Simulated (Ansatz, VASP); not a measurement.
Two plane-wave programs on Al3B2N

```xyz
6
Lattice="4.3085 0.0000 0.0000 0.0000 4.3085 0.0000 0.0000 0.0000 4.1272" Properties=species:S:1:pos:R:3 pbc="T T T"
Al    0.0000    0.0000    0.0000
Al    0.0000    2.1543    2.0636
Al    2.1543    0.0000    2.0636
B     0.0000    2.1543    0.0000
B     2.1543    0.0000    0.0000
N     2.1543    2.1543    0.0000
```

Alike in both runs: functional PBE; k mesh 4 × 4 × 4; occupations gaussian, width 0.1 eV; no spin polarisation.

Ansatz relaxed the structure, and its values are those at the end. VASP's run is a single point on that final structure, the one shown.

|  | VASP | Ansatz |
| --- | --- | --- |
| version | VASP 6.6.1 | Ansatz 0.2.0 |
| potentials or method | VASP PAW PBE potentials, release 64 (Al, B, N), cutoff 520 eV | scalar-relativistic, plane waves, PAW |
| valence electrons in the cell | 20 | 20 |

|  | VASP | Ansatz | Ansatz less VASP |
| --- | --- | --- | --- |
| gap on the k mesh at the Fermi level (eV) | none | none | - |
| pressure (GPa) | -0.3 | -0.2 | +0.06 |

A gap of «none» marks a metal or a gap that the smearing closes.

The k mesh is coarse, so the values compare programs but aren't converged.
